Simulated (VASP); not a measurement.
# Na (P6/mmm) in VASP: further runs, part 2 of 2

VASP 6.6.1. The steps go on from the part before.

## Step 3: Single point, PBE

The input, INCAR:

```
ALGO     = Normal         # electronic algorithm
EDIFF    = 1E-6           # SCF threshold, eV
ENCUT    = 520            # plane-wave cutoff, eV
GGA      = PE             # functional
ISIF     = 2              # what is computed and relaxed
ISMEAR   = -1             # smearing method
LASPH    = T              # aspherical terms in the spheres
LCHARG   = F              # write CHGCAR
LREAL    = F              # projectors in reciprocal space
LWAVE    = F              # write WAVECAR
NBANDS   = 10             # bands
NELM     = 80             # most SCF steps
PREC     = Accurate       # precision mode
SIGMA    = 0.08           # smearing width, eV
```

The input, KPOINTS:

```
k-points
0
Gamma
  14 14 13
```

The input, POSCAR:

```
Na
1.0
    3.0536088420      0.0000000000      0.0000000000
   -1.5268044210      2.6445028304      0.0000000000
    0.0000000000      0.0000000000      2.8275648561
Na
1
Direct
    0.0000000000      0.0000000000      0.0000000000
```

Potentials or basis: VASP PAW PBE potentials, release 64 (Na_pv).

On the command line:

```bash
$ cat potpaw_PBE.64/Na_pv/POTCAR > POTCAR
$ mpirun -np 1 vasp_std > vasp.out
```

OUTCAR:

```text
EDIFF = 1E-6
   ENCUT = 520
   GGA = PE
   ISIF = 2
   ISMEAR = -1
   LASPH = T
   LREAL = F
   NELM = 80
   PREC = Accurate

 ion  position               nearest neighbor table
   1  0.000  0.000  0.000-

  LATTYP: Found a hexagonal cell.
 ALAT       =     3.0536088420
 C/A-ratio  =     0.9259748063

  Lattice vectors:

 A1 = (   3.0536088420,   0.0000000000,   0.0000000000)
 A2 = (  -1.5268044210,   2.6445028304,   0.0000000000)
 A3 = (   0.0000000000,   0.0000000000,   2.8275648561)

Analysis of symmetry for initial positions (statically):
=====================================================================
 Subroutine PRICEL returns:
 Original cell was already a primitive cell.

 Routine SETGRP: Setting up the symmetry group for a
 hexagonal supercell.

 Subroutine GETGRP returns: Found 24 space group operations
 (whereof 24 operations were pure point group operations)
 out of a pool of 24 trial point group operations.

The static configuration has the point symmetry D_6h.

Analysis of symmetry for dynamics (positions and initial velocities):
=====================================================================
 Subroutine PRICEL returns:
 Original cell was already a primitive cell.

 Routine SETGRP: Setting up the symmetry group for a
 hexagonal supercell.

 Subroutine GETGRP returns: Found 24 space group operations
 (whereof 24 operations were pure point group operations)
 out of a pool of 24 trial point group operations.

The dynamic configuration has the point symmetry D_6h.

 Subroutine INISYM returns: Found 24 space group operations
 (whereof 24 operations are pure point group operations),
 and found     1 'primitive' translations

----------------------------------------------------------------------------------------

                                     Primitive cell
[... 105 lines left out ...]
   EFERMI_NEDOS =   21; number of points for ismear=-14 and -15
   IALGO  =     38    algorithm
   IMIX   =      4    mixing-type and parameters
     AMIX     =   0.40;   BMIX     =  1.00
     AMIX_MAG =   1.60;   BMIX_MAG =  1.00
  volume/ion in A,a.u.               =      22.83       154.09
  Fermi-wavevector in a.u.,A,eV,Ry     =   1.103869  2.086010 16.579061  1.218527
  Thomas-Fermi vector in A             =   2.240333
   LORBIT       =      0    0 simple, 1 ext, 2 COOP (PROOUT), +10 PAW based schemes
   GGA     = PE    functional components
   LHFCALC =     F    Hartree Fock is set to
   AEXX    =    0.0000 exact exchange contribution
   IVDW    =     0    specifies the selected vdW correction
   LEPSILON=     F    determine dielectric tensor
   LRPA    =     F    only Hartree local field effects (RPA)
 non-spin polarized calculation
  energy-cutoff  :      520.00
  volume of cell :       22.83
 maximum number of plane-waves:       632
 NGX is ok and might be reduce to    24

 number of electron       6.9999989 magnetization

 Free energy of the ion-electron system (eV)
  ---------------------------------------------------
  ext. energy  EPLUGINS =         0.00000000
  ---------------------------------------------------
  free energy    TOTEN  =        -0.94783592 eV

  energy without entropy =       -0.94039038  energy(sigma->0) =       -0.94411315

 E-fermi :   2.1913     XC(G=0):  -7.9226

 val. band max:        2.1110167114   @ k =   0.3571   0.0714   0.2308
 cond. band min:       2.1998375164   @ k =   0.2857   0.2143   0.1538
 fundamental gap:      0.0888208050
 Fermi energy:         2.1912596152

 k-point     1 :       0.0000    0.0000    0.0000
  band No.  band energies     occupation
      1     -22.7180      2.00000
      2     -22.7180      2.00000
      3     -22.6965      2.00000
      4      -2.2586      2.00000
      5      13.4853      0.00000
      6      16.1503      0.00000
      7      16.2060      0.00000
      8      16.2060      0.00000
      9      17.7471      0.00000
     10      19.3524      0.00000
[... 287 lines left out ...]
 k-point    24 :       0.3571    0.2857    0.0000
  band No.  band energies     occupation
      1     -22.8697      2.00000
      2     -22.8385      2.00000
      3     -22.6733      2.00000
      4       3.7582      0.00000
      5       4.3889      0.00000
      6       6.6903      0.00000
      7      20.0995      0.00000
      8      20.3215      0.00000
      9      21.0311      0.00000
     10      21.5665      0.00000

 [... further k-points ...]
[... 5 lines left out ...]
  --------------------------------------------------------------------------------------
  -------------------------------------------------------------------------------------
  Total        1.3228249      1.3228249      1.3282058      0.0000000      0.0000000     -0.0000000
  in kB       92.8202880     92.8202880     93.1978616      0.0000000      0.0000000     -0.0000000
  external PRESSURE =      92.9461458 kB  Pullay stress =       0.0000000 kB

 VOLUME and BASIS-vectors are now :
 -----------------------------------------------------------------------------
  energy-cutoff  :      520.00
  volume of cell :       22.83
      direct lattice vectors                 reciprocal lattice vectors
     3.053608842  0.000000000  0.000000000     0.327481368  0.189071456  0.000000000
    -1.526804421  2.644502830  0.000000000     0.000000000  0.378142912  0.000000000
     0.000000000  0.000000000  2.827564856     0.000000000  0.000000000  0.353661207

 POSITION                                       TOTAL-FORCE (eV/Angst)
 -----------------------------------------------------------------------------------
      0.00000      0.00000      0.00000         0.000000      0.000000      0.000000
 -----------------------------------------------------------------------------------
    total drift:                                0.000000      0.000000     -0.000000

  FREE ENERGIE OF THE ION-ELECTRON SYSTEM (eV)
  ---------------------------------------------------
  free  energy   TOTEN  =        -0.9478359238 eV

  energy  without entropy=       -0.9403903818  energy(sigma->0) =       -0.94411315
```

Run time: 11 s. Hardware: 1 thread of AMD EPYC 9R45 (Zen 5), shared host; peak memory 0.12 GiB.

Results:

* Free energy: -0.9478 eV
* Pressure: 9.3 GPa
* Band gap on the k mesh: zero (an odd number of electrons rules out a gap without spin polarisation)

Levels at points of the mesh, in eV from the Fermi level:
```csv
k point,band 1,band 2,band 3,band 4,band 5,band 6,band 7,band 8
"(0.00, 0.00, 0.00)",-24.91,-24.91,-24.89,-4.45,11.29,13.96,14.01,14.01
"(0.50, 0.00, 0.00)",-25.11,-24.95,-24.87,0.46,1.37,10.37,11.30,16.62
```

Caveat: the cell stands under pressure.

## Step 4: Single point, PBE

This run uses another cell than the first one: it holds 3 atoms, not 1.

The input, INCAR:

```
SYSTEM = Na
PREC = Accurate
ENCUT = 520
EDIFF = 1E-6
ISMEAR = -1
SIGMA = 0.08
LREAL = .FALSE.
LASPH = .TRUE.
NELM = 60
ALGO = Normal
ISIF = 2
LWAVE = .FALSE.
LCHARG = .TRUE.
GGA = PE
LELF = .TRUE.
LVHAR = .TRUE.
NBANDS = 18
```

The input, KPOINTS:

```
regular mesh
0
G
  7 7 10
  0 0 0
```

The input, POSCAR:

```
Na
1.0
    5.1047827798      0.0000000000      0.0000000000
   -2.5523913899      4.4208715681      0.0000000000
    0.0000000000      0.0000000000      3.0234860975
Na
3
Direct
    0.0000000000      0.0000000000      0.0000000000
    0.3333333333      0.6666666667      0.5000000000
    0.6666666667      0.3333333333      0.5000000000
```

On the command line:

```bash
$ cat potpaw_PBE.64/Na_pv/POTCAR > POTCAR
$ mpirun -np 1 vasp_std > vasp.out
```

Wall time 20 s (1 thread of AMD EPYC 9R45 (Zen 5), shared host); peak memory 0.16 GiB.

The run converged. Its results:

- Free energy: -3.0415 eV
- Pressure: 9.4 GPa
- Band gap on the k mesh: zero (an odd number of electrons rules out a gap without spin polarisation)

Levels at points of the mesh, in eV from the Fermi level:
```csv
k point,band 8,band 9,band 10,band 11,band 12,band 13
"(0.00, 0.00, 0.00)",-24.75,-24.72,-4.51,2.39,2.39,2.40
"(0.00, 0.00, 0.50)",-24.75,-24.75,-0.51,-0.29,5.41,5.41
```

Caveat: the cell stands under pressure.
